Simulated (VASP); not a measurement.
Input of a VASP 6.6.1 run:

The input INCAR:

```
SYSTEM = MgS
PREC     = Accurate       ! precision mode
ENCUT    = 520            ! plane-wave cutoff, eV
EDIFF    = 1E-6           ! SCF threshold, eV
ISMEAR   = -1             ! smearing method
SIGMA    = 0.05           ! smearing width, eV
LREAL    = .FALSE.        ! projectors in reciprocal space
LASPH    = .TRUE.         ! aspherical terms in the spheres
NELM     = 100            ! most SCF steps
ALGO     = Normal         ! electronic algorithm
ISIF     = 2              ! what is computed and relaxed
LWAVE    = .FALSE.        ! write WAVECAR
LCHARG   = .FALSE.        ! write CHGCAR
GGA      = CA             ! functional
NBANDS   = 11             ! bands
```

Contents of KPOINTS:

```
Automatic mesh
0
G
  8 8 8
  0 0 0
```

The input POSCAR:

```
MgS
1.0
    0.0000000000      2.8141052454      2.8141052454
    2.8141052454      0.0000000000      2.8141052454
    2.8141052454      2.8141052454      0.0000000000
S Mg
1 1
Direct
    0.2500000000      0.2500000000      0.2500000000
    0.0000000000      0.0000000000      0.0000000000
```

Potentials or basis: VASP PAW LDA potentials, release 64 (S, Mg).

The run is started by

```sh
$ cat potpaw_LDA.64/S/POTCAR potpaw_LDA.64/Mg/POTCAR > POTCAR
$ mpirun -np 1 vasp_std > vasp.out
```

(1) What does it give for the pressure?

(2) Estimate the band gap on the k mesh.

## Answers

(1) -1.4 GPa.

(2) 3.28 eV, direct.
